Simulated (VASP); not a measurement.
# Si2Mo (P6_222) in VASP: notebook

Aim: see how the results for Si2Mo move with the level of theory and the settings. Levels: LDA, PBEsol, PBE. Tasks: single point.

Program: VASP 6.6.1. These are calculated values, not measurements. Logs are shortened: lines on timing, memory, paths and dates and some standing lists are left out, and cuts for length are marked.

### 1 The cell of the first run

Symmetry: P6_222, No. 180, hexagonal system. The conventional cell has a = 4.551 Å, b = 4.551 Å, c = 6.532 Å, α = 90.00°, β = 90.00°, γ = 120.00°. Within 3.3 Å of Si (site symmetry 2) lie 9 Si at 2.53 to 3.17 Å and 5 Mo at 2.55 to 2.65 Å. Mo (site symmetry 222) has 10 Si at 2.55 to 2.65 Å and 4 Mo at 3.15 Å within 3.4 Å.

### 2 Single point, LDA

Input file INCAR:

```
SYSTEM = Si2Mo
PREC = Accurate
ENCUT = 520
EDIFF = 1E-6
ISMEAR = -1
SIGMA = 0.02
LREAL = .FALSE.
LASPH = .TRUE.
NELM = 80
ALGO = Normal
ISIF = 2
LWAVE = .FALSE.
LCHARG = .FALSE.
GGA = CA
NBANDS = 43
```

Input file KPOINTS:

```
regular mesh
0
G
  6 6 4
  0 0 0
```

Input file POSCAR:

```
Si2Mo
1.0
    4.5505008915      0.0000000000      0.0000000000
   -2.2752504458      3.9408493720      0.0000000000
    0.0000000000      0.0000000000      6.5316527016
Si Mo
6 3
Direct
    0.1642199812      0.8357800188      0.8333333333
    0.3284399625      0.1642199812      0.1666666667
    0.8357800188      0.6715600375      0.5000000000
    0.8357800188      0.1642199812      0.8333333333
    0.6715600375      0.8357800188      0.1666666667
    0.1642199812      0.3284399625      0.5000000000
    0.5000000000      0.0000000000      0.5000000000
    0.0000000000      0.5000000000      0.1666666667
    0.5000000000      0.5000000000      0.8333333333
```

Potentials or basis: VASP PAW LDA potentials, release 64 (Si, Mo_sv).

The run is started by

```sh
cat potpaw_LDA.64/Si/POTCAR potpaw_LDA.64/Mo_sv/POTCAR > POTCAR
mpirun -np 1 vasp_std > vasp.out
```

OUTCAR:

```text
SYSTEM = Si2Mo
   PREC = Accurate
   ENCUT = 520
   EDIFF = 1E-6
   ISMEAR = -1
   LREAL = .FALSE.
   LASPH = .TRUE.
   NELM = 80
   ISIF = 2
   GGA = CA

 ion  position               nearest neighbor table
   1  0.164  0.836  0.833-   3 2.53   2 2.53   7 2.55   8 2.55   4 2.59   9 2.62   9 2.62   9 2.65
                             4 2.65   4 2.65   6 3.13   5 3.13
   2  0.328  0.164  0.167-   6 2.53   1 2.53   7 2.55   9 2.55   5 2.59   8 2.62   8 2.62   8 2.65
                             5 2.65   5 2.65   3 3.13   4 3.13
   3  0.836  0.672  0.500-   1 2.53   5 2.53   8 2.55   9 2.55   6 2.59   7 2.62   7 2.62   7 2.65
                             6 2.65   6 2.65   2 3.13   4 3.13
   4  0.836  0.164  0.833-   6 2.53   5 2.53   7 2.55   8 2.55   1 2.59   9 2.62   9 2.62   9 2.65
                             1 2.65   1 2.65   3 3.13   2 3.13
   5  0.672  0.836  0.167-   3 2.53   4 2.53   7 2.55   9 2.55   2 2.59   8 2.62   8 2.62   8 2.65
                             2 2.65   2 2.65   6 3.13   1 3.13
   6  0.164  0.328  0.500-   4 2.53   2 2.53   8 2.55   9 2.55   3 2.59   7 2.62   7 2.62   7 2.65
                             3 2.65   3 2.65   5 3.13   1 3.13
   7  0.500  0.000  0.500-   2 2.55   5 2.55   4 2.55   1 2.55   6 2.62   3 2.62   6 2.62   3 2.62
                             6 2.65   3 2.65   8 3.15   8 3.15   9 3.15   9 3.15
   8  0.000  0.500  0.167-   3 2.55   6 2.55   4 2.55   1 2.55   2 2.62   5 2.62   2 2.62   5 2.62
                             5 2.65   2 2.65   7 3.15   7 3.15   9 3.15   9 3.15
   9  0.500  0.500  0.833-   3 2.55   6 2.55   5 2.55   2 2.55   1 2.62   4 2.62   1 2.62   4 2.62
                             1 2.65   4 2.65   7 3.15   7 3.15   8 3.15   8 3.15

  LATTYP: Found a hexagonal cell.
 ALAT       =     4.5505008915
 C/A-ratio  =     1.4353700521

  Lattice vectors:

 A1 = (   4.5505008915,   0.0000000000,   0.0000000000)
 A2 = (  -2.2752504458,   3.9408493720,   0.0000000000)
 A3 = (   0.0000000000,   0.0000000000,   6.5316527016)

Analysis of symmetry for initial positions (statically):
=====================================================================
 Subroutine PRICEL returns:
 Original cell was already a primitive cell.

 Routine SETGRP: Setting up the symmetry group for a
 hexagonal supercell.

 Subroutine GETGRP returns: Found 12 space group operations
 (whereof  4 operations were pure point group operations)
 out of a pool of 24 trial point group operations.

The static configuration has the point symmetry D_2 .
 The point group associated with its full space group is D_6 .

Analysis of symmetry for dynamics (positions and initial velocities):
=====================================================================
 Subroutine PRICEL returns:
 Original cell was already a primitive cell.

 Routine SETGRP: Setting up the symmetry group for a
 hexagonal supercell.

 Subroutine GETGRP returns: Found 12 space group operations
 (whereof  4 operations were pure point group operations)
 out of a pool of 24 trial point group operations.

The dynamic configuration has the point symmetry D_2 .
 The point group associated with its full space group is D_6 .

 Subroutine INISYM returns: Found 12 space group operations
 (whereof  4 operations are pure point group operations),
 and found     1 'primitive' translations

----------------------------------------------------------------------------------------

                                     Primitive cell

  volume of cell :     117.1311

  direct lattice vectors                    reciprocal lattice vectors
     4.550500891  0.000000000  0.000000000     0.219756028  0.126876202  0.000000000
    -2.275250446  3.940849372  0.000000000     0.000000000  0.253752404  0.000000000
     0.000000000  0.000000000  6.531652702     0.000000000  0.000000000  0.153100608

  length of vectors
     4.550500891  4.550500892  6.531652702     0.253752404  0.253752404  0.153100608

  position of ions in fractional coordinates (direct lattice)
     0.164219981  0.835780019  0.833333333
     0.328439962  0.164219981  0.166666667
     0.835780019  0.671560038  0.500000000
     0.835780019  0.164219981  0.833333333
     0.671560038  0.835780019  0.166666667
     0.164219981  0.328439962  0.500000000
     0.500000000  0.000000000  0.500000000
     1.000000000  0.500000000  0.166666667
     0.500000000  0.500000000  0.833333333

  ion indices of the primitive-cell ions
   primitive index   ion index
                 1           1
                 2           2
                 3           3
                 4           4
                 5           5
                 6           6
                 7           7
                 8           8
                 9           9

----------------------------------------------------------------------------------------

 KPOINTS: regular mesh

Automatic generation of k-mesh.
 Grid dimensions read from file:
 generate k-points for:    6    6    4

 Generating k-lattice:

  Cartesian coordinates                     Fractional coordinates (reciprocal lattice)
     0.036626005  0.021146034  0.000000000     0.166666667  0.000000000  0.000000000
     0.000000000  0.042292067  0.000000000     0.000000000  0.166666667  0.000000000
     0.000000000  0.000000000  0.038275152     0.000000000  0.000000000  0.250000000

  Length of vectors
     0.042292067  0.042292067  0.038275152

  Shift w.r.t. Gamma in fractional coordinates (k-lattice)
     0.000000000  0.000000000  0.000000000

 Subroutine IBZKPT returns following result:
 ===========================================

 Found     21 irreducible k-points:

 Following reciprocal coordinates:
            Coordinates               Weight
  0.000000  0.000000  0.000000      1.000000
  0.166667  0.000000  0.000000      6.000000
  0.333333 -0.000000  0.000000      6.000000
  0.500000 -0.000000  0.000000      3.000000
  0.166667  0.166667  0.000000      6.000000
  0.333333  0.166667  0.000000     12.000000
[... 13 lines left out ...]
  0.333333  0.166667  0.500000     12.000000
  0.333333  0.333333  0.500000      2.000000
   k-points           NKPTS =     21   k-points in BZ     NKDIM =     21   number of bands    NBANDS=     43
   number of dos      NEDOS =    301   number of ions     NIONS =      9
   total plane-waves  NPLWV =  64800
   dimension x,y,z NGX =    36 NGY =   36 NGZ =   50
   dimension x,y,z NGXF=    72 NGYF=   72 NGZF=  100
   ions per type =               6   3
   NGX,Y,Z   is equivalent  to a cutoff of  13.15, 13.15, 12.73 a.u.
   NGXF,Y,Z  is equivalent  to a cutoff of  26.30, 26.30, 25.45 a.u.
 SYSTEM =  Si2Mo
   PREC   = accura    normal or accurate (medium, high low for compatibility)
   ISTART =      0    job   : 0-new  1-cont  2-samecut
   ICHARG =      2    charge: 1-file 2-atom 10-const
   ISPIN  =      1    spin polarized calculation?
   LNONCOLLINEAR =      F non collinear calculations
   LSORBIT =      F    spin-orbit coupling
   LASPH  =      T    aspherical Exc in radial PAW
   ENCUT  =  520.0 eV  38.22 Ry    6.18 a.u.   8.46  8.46 12.14*2*pi/ulx,y,z
   NELM   =     80;   NELMIN=  2; NELMDL= -5     # of ELM steps
   EDIFF  = 0.1E-05   stopping-criterion for ELM
   LREAL  =      F    real-space projection
   EDIFFG = 0.1E-04   stopping-criterion for IOM
   NSW    =      0    number of steps for IOM
   IBRION =     -1    ionic relax: 0-MD 1-quasi-New 2-CG
   NFREE  =      0    steps in history (QN), initial steepest desc. (CG)
   ISIF   =      2    stress and relaxation
   ISYM   =      2    0-nonsym 1-usesym 2-fastsym
   POTIM  = 0.5000    time-step for ionic-motion
   TEBEG  =    0.0;   TEEND  =   0.0 temperature during run
   PSTRESS=    0.0 pullay stress
   NELECT =      66.0000    total number of electrons
   NUPDOWN=      -1.0000    fix difference up-down
   EMIN   =  10.00;   EMAX   =-10.00  energy-range for DOS
   EFERMI =   0.00;   METHOD = LEGACY
   ISMEAR =    -1;   SIGMA  =   0.02  broadening in eV -4-tet -1-fermi 0-gaus
   EFERMI_NEDOS =   21; number of points for ismear=-14 and -15
   IALGO  =     38    algorithm
   IMIX   =      4    mixing-type and parameters
     AMIX     =   0.40;   BMIX     =  1.00
     AMIX_MAG =   1.60;   BMIX_MAG =  1.00
  volume/ion in A,a.u.               =      13.01        87.83
  Fermi-wavevector in a.u.,A,eV,Ry     =   1.352173  2.555236 24.876491  1.828370
  Thomas-Fermi vector in A             =   2.479533
   LORBIT       =      0    0 simple, 1 ext, 2 COOP (PROOUT), +10 PAW based schemes
   GGA     = CA    functional components
   LHFCALC =     F    Hartree Fock is set to
   AEXX    =    0.0000 exact exchange contribution
   IVDW    =     0    specifies the selected vdW correction
   LEPSILON=     F    determine dielectric tensor
   LRPA    =     F    only Hartree local field effects (RPA)
 non-spin polarized calculation
  energy-cutoff  :      520.00
  volume of cell :      117.13
 maximum number of plane-waves:      3192
 NGX is ok and might be reduce to    36
   NGX = 17   NGY = 17   NGZ = 25

 number of electron      65.9999994 magnetization

 Free energy of the ion-electron system (eV)
  ---------------------------------------------------
  ext. energy  EPLUGINS =         0.00000000
  ---------------------------------------------------
  free energy    TOTEN  =       -77.20979409 eV

  energy without entropy =      -77.20865167  energy(sigma->0) =      -77.20922288

 E-fermi :  13.2235     XC(G=0): -12.6923

 val. band max:       13.2184785806   @ k =   0.5000  -0.0000   0.5000
 cond. band min:      13.2284427922   @ k =   0.5000  -0.0000   0.0000
 fundamental gap:      0.0099642117
 Fermi energy:        13.2234606789

 k-point     1 :       0.0000    0.0000    0.0000
  band No.  band energies     occupation
      1     -47.5756      2.00000
      2     -47.5408      2.00000
      3     -47.5408      2.00000
      4     -22.0315      2.00000
      5     -22.0278      2.00000
      6     -22.0278      2.00000
[... 35 lines left out ...]
     42      16.2806      0.00000
     43      16.7117      0.00000
[... 879 lines left out ...]
      3     -47.5464      2.00000
      4     -22.0800      2.00000
      5     -22.0693      2.00000
      6     -22.0693      2.00000
[... 35 lines left out ...]
     42      16.5095      0.00000
     43      16.7602      0.00000

------------------------ aborting loop because EDIFF is reached ----------------------------------------

  FORCE on cell =-STRESS in cart. coord.  units (eV):
  Direction    XX          YY          ZZ          XY          YZ          ZX
  --------------------------------------------------------------------------------------
  -------------------------------------------------------------------------------------
  Total        0.4677459      0.4677459      0.4691963     -0.0000000      0.0000000      0.0000000
  in kB        6.3980614      6.3980614      6.4179020     -0.0000000      0.0000000      0.0000000
  external PRESSURE =       6.4046749 kB  Pullay stress =       0.0000000 kB

 VOLUME and BASIS-vectors are now :
 -----------------------------------------------------------------------------
  energy-cutoff  :      520.00
  volume of cell :      117.13
      direct lattice vectors                 reciprocal lattice vectors
     4.550500891  0.000000000  0.000000000     0.219756028  0.126876202  0.000000000
    -2.275250446  3.940849372  0.000000000     0.000000000  0.253752404  0.000000000
     0.000000000  0.000000000  6.531652702     0.000000000  0.000000000  0.153100608

 POSITION                                       TOTAL-FORCE (eV/Angst)
 -----------------------------------------------------------------------------------
     -1.15433      3.29368      5.44304        -0.005282      0.003049      0.000000
      1.12092      0.64717      1.08861        -0.005282     -0.003049      0.000000
      2.27525      2.64652      3.26583        -0.000000      0.006099      0.000000
      3.42958      0.64717      5.44304         0.005282     -0.003049      0.000000
      1.15433      3.29368      1.08861         0.005282      0.003049      0.000000
     -0.00000      1.29433      3.26583         0.000000     -0.006099      0.000000
      2.27525      0.00000      3.26583        -0.000000     -0.000000      0.000000
     -1.13763      1.97042      1.08861        -0.000000      0.000000     -0.000000
      1.13763      1.97042      5.44304        -0.000000      0.000000     -0.000000
 -----------------------------------------------------------------------------------
    total drift:                               -0.000000     -0.000000      0.000001

  FREE ENERGIE OF THE ION-ELECTRON SYSTEM (eV)
  ---------------------------------------------------
  free  energy   TOTEN  =       -77.2097940913 eV

  energy  without entropy=      -77.2086516693  energy(sigma->0) =      -77.20922288
```

Run time: 39 s. Hardware: 1 thread of Intel Xeon 6975P-C (Granite Rapids), shared host; peak memory 0.24 GiB.

What came out:

* Free energy: -77.2098 eV
* Pressure: 0.6 GPa
* Largest force: 0.006 eV/Å
* Band gap on the k mesh: 0.01 eV (least direct gap 0.52 eV)

Forces on the atoms (eV/Å):
```
Si  -0.005  0.003  0.000
Si  -0.005 -0.003  0.000
Si   0.000  0.006  0.000
Si   0.005 -0.003  0.000
Si   0.005  0.003  0.000
Si   0.000 -0.006  0.000
Mo   0.000  0.000  0.000
Mo   0.000  0.000  0.000
Mo   0.000  0.000  0.000
```

Levels at points of the mesh, in eV from the valence-band top:
```
           k point  band 31  band 32  band 33  band 34  band 35  band 36
(0.00, 0.00, 0.00)    -2.77    -2.11    -0.87     2.01     2.40     2.40
(0.50, 0.00, 0.00)    -1.65    -1.09    -0.69     0.01     0.68     0.85
(0.00, 0.00, 0.50)    -2.06    -0.78    -0.78     1.90     2.33     2.33
(0.50, 0.00, 0.50)    -2.05    -1.30     0.00     0.52     1.10     1.34
```

A k mesh can miss the band edges.

### 3 Single point, PBEsol

This run uses another cell than the first one, of 13.22 Å³/atom.

Input file INCAR:

```
SYSTEM = Si2Mo
PREC = Accurate ; ENCUT = 520
EDIFF = 1E-6 ; ISMEAR = -1
SIGMA = 0.02 ; LREAL = .FALSE.
LASPH = .TRUE. ; NELM = 100
ALGO = Normal ; ISIF = 2
LWAVE = .FALSE. ; LCHARG = .FALSE.
GGA = PS ; NBANDS = 43
```

KPOINTS is that of step 2.

Input file POSCAR:

```
Si2Mo
1.0
    4.5745246261      0.0000000000      0.0000000000
   -2.2872623130      3.9616545364      0.0000000000
    0.0000000000      0.0000000000      6.5665942167
Si Mo
6 3
Direct
    0.1641820024      0.8358179976      0.8333333333
    0.3283640047      0.1641820024      0.1666666667
    0.8358179976      0.6716359953      0.5000000000
    0.8358179976      0.1641820024      0.8333333333
    0.6716359953      0.8358179976      0.1666666667
    0.1641820024      0.3283640047      0.5000000000
    0.5000000000      0.0000000000      0.5000000000
    0.0000000000      0.5000000000      0.1666666667
    0.5000000000      0.5000000000      0.8333333333
```

Potentials or basis: VASP PAW PBE potentials, release 64 (Si, Mo_sv).

The run is started by

```sh
cat potpaw_PBE.64/Si/POTCAR potpaw_PBE.64/Mo_sv/POTCAR > POTCAR
mpirun -np 1 vasp_std > vasp.out
```

Run time: 41 s. Hardware: 1 thread of Intel Xeon 6975P-C (Granite Rapids), shared host; peak memory 0.27 GiB.

It converged, with:

```yaml
Free_energy: -74.9860 eV
Pressure: 0.4 GPa
Largest_force: 0.004 eV/Å
Band_gap_on_the_k_mesh: 0.03 eV (least direct gap 0.53 eV)
```

Forces on the atoms (eV/Å):
```
Si  -0.004  0.002  0.000
Si  -0.004 -0.002  0.000
Si   0.000  0.004  0.000
Si   0.004 -0.002  0.000
Si   0.004  0.002  0.000
Si   0.000 -0.004  0.000
Mo   0.000  0.000  0.000
Mo   0.000  0.000  0.000
Mo   0.000  0.000  0.000
```

Levels at points of the mesh, in eV from the valence-band top:
| k point | band 29 | band 30 | band 31 | band 32 | band 33 | band 34 | band 35 | band 36 | band 37 | band 38 |
| --- | --- | --- | --- | --- | --- | --- | --- | --- | --- | --- |
| (0.00, 0.00, 0.00) | -3.05 | -3.05 | -2.75 | -2.13 | -0.85 | 2.00 | 2.37 | 2.37 | 2.51 | 2.52 |
| (0.50, 0.00, 0.00) | -2.34 | -2.19 | -1.61 | -1.07 | -0.67 | 0.03 | 0.69 | 0.86 | 1.32 | 1.94 |
| (0.00, 0.00, 0.50) | -2.34 | -2.34 | -2.09 | -0.75 | -0.75 | 1.87 | 2.30 | 2.31 | 2.31 | 2.57 |
| (0.50, 0.00, 0.50) | -3.01 | -2.69 | -2.00 | -1.26 | 0.00 | 0.53 | 1.09 | 1.34 | 1.35 | 1.69 |

Caveat: the PAW data sets were made with another functional, which shifts forces and pressure a little. A k mesh can miss the band edges.

### 4 Single point, PBE

This run uses another cell than the first one, of 13.30 Å³/atom.

Input file INCAR:

```
PREC = Accurate
ENCUT = 520
EDIFF = 1E-6
ISMEAR = -1
SIGMA = 0.02
LREAL = False
LASPH = True
NELM = 60
ALGO = Normal
ISIF = 2
LWAVE = False
LCHARG = True
GGA = PE
LELF = True
LVHAR = True
NBANDS = 43
```

Input file KPOINTS:

```
regular mesh
0
Gamma
  6 6 4
```

Input file POSCAR:

```
Si2Mo
1.0
    4.5840216862      0.0000000000      0.0000000000
   -2.2920108431      3.9698792317      0.0000000000
    0.0000000000      0.0000000000      6.5770742336
Si Mo
6 3
Direct
    0.1638644045      0.8361355955      0.8333333333
    0.3277288090      0.1638644045      0.1666666667
    0.8361355955      0.6722711910      0.5000000000
    0.8361355955      0.1638644045      0.8333333333
    0.6722711910      0.8361355955      0.1666666667
    0.1638644045      0.3277288090      0.5000000000
    0.5000000000      0.0000000000      0.5000000000
    0.0000000000      0.5000000000      0.1666666667
    0.5000000000      0.5000000000      0.8333333333
```

The run is started by

```sh
cat potpaw_PBE.64/Si/POTCAR potpaw_PBE.64/Mo_sv/POTCAR > POTCAR
mpirun -np 1 vasp_std > vasp.out
```

Wall time 45 s (1 thread of Intel Xeon 6975P-C (Granite Rapids), shared host); peak memory 0.28 GiB.

Results (log left out):

```
Free energy            : -69.5106 eV
Pressure               : 3.9 GPa
Largest force          : 0.006 eV/Å
Band gap on the k mesh : 0.05 eV (least direct gap 0.54 eV)
```

Forces on the atoms (eV/Å):
```
Si   0.005 -0.003  0.000
Si   0.005  0.003  0.000
Si   0.000 -0.006  0.000
Si  -0.005  0.003  0.000
Si  -0.005 -0.003  0.000
Si   0.000  0.006  0.000
Mo   0.000  0.000  0.000
Mo   0.000  0.000  0.000
Mo   0.000  0.000  0.000
```

Stress tensor (GPa, compression positive):
```
3.96 0.00 0.00
0.00 3.96 0.00
0.00 0.00 3.87
```

Levels at points of the mesh, in eV from the valence-band top:
| k point | band 29 | band 30 | band 31 | band 32 | band 33 | band 34 | band 35 | band 36 | band 37 | band 38 |
| --- | --- | --- | --- | --- | --- | --- | --- | --- | --- | --- |
| (0.00, 0.00, 0.00) | -3.03 | -3.03 | -2.76 | -2.10 | -0.83 | 1.99 | 2.35 | 2.35 | 2.46 | 2.50 |
| (0.50, 0.00, 0.00) | -2.31 | -2.16 | -1.58 | -1.07 | -0.66 | 0.05 | 0.70 | 0.85 | 1.30 | 1.91 |
| (0.00, 0.00, 0.50) | -2.32 | -2.32 | -2.10 | -0.74 | -0.74 | 1.84 | 2.27 | 2.27 | 2.29 | 2.56 |
| (0.50, 0.00, 0.50) | -3.00 | -2.69 | -1.98 | -1.26 | 0.00 | 0.54 | 1.09 | 1.34 | 1.34 | 1.66 |

Caveat: the cell stands under pressure. A k mesh can miss the band edges.

### 5 Overview

| level | potentials or basis | cell | gap on the mesh (eV) | pressure (GPa) | largest force (eV/Å) |
| --- | --- | --- | --- | --- | --- |
| LDA | VASP PAW LDA potentials, release 64 (Si, Mo_sv) | a = 4.551, b = 4.551, c = 6.532 Å, angles 90.0, 90.0, 120.0°, 9 atoms, atomic positions A | 0.01 | 0.6 | 0.01 |
| PBEsol | VASP PAW PBE potentials, release 64 (Si, Mo_sv) | a = 4.575, b = 4.575, c = 6.567 Å, angles 90.0, 90.0, 120.0°, 9 atoms, atomic positions A | 0.03 | 0.4 | - |
| PBE | VASP PAW PBE potentials, release 64 (Si, Mo_sv) | a = 4.584, b = 4.584, c = 6.577 Å, angles 90.0, 90.0, 120.0°, 9 atoms, atomic positions B | 0.05 | 3.9 | 0.01 |

Alike in all rows: task single point; no spin polarisation; k mesh 6 × 6 × 4; cutoff (eV) 520; smearing fermi-dirac 0.02 eV.

Caveats: the PAW data sets were made with another functional, which shifts forces and pressure a little (at least some runs); the cell stands under pressure (at least some runs).

Total energies depend on the potentials used, so only differences within one code and one set of settings carry meaning.
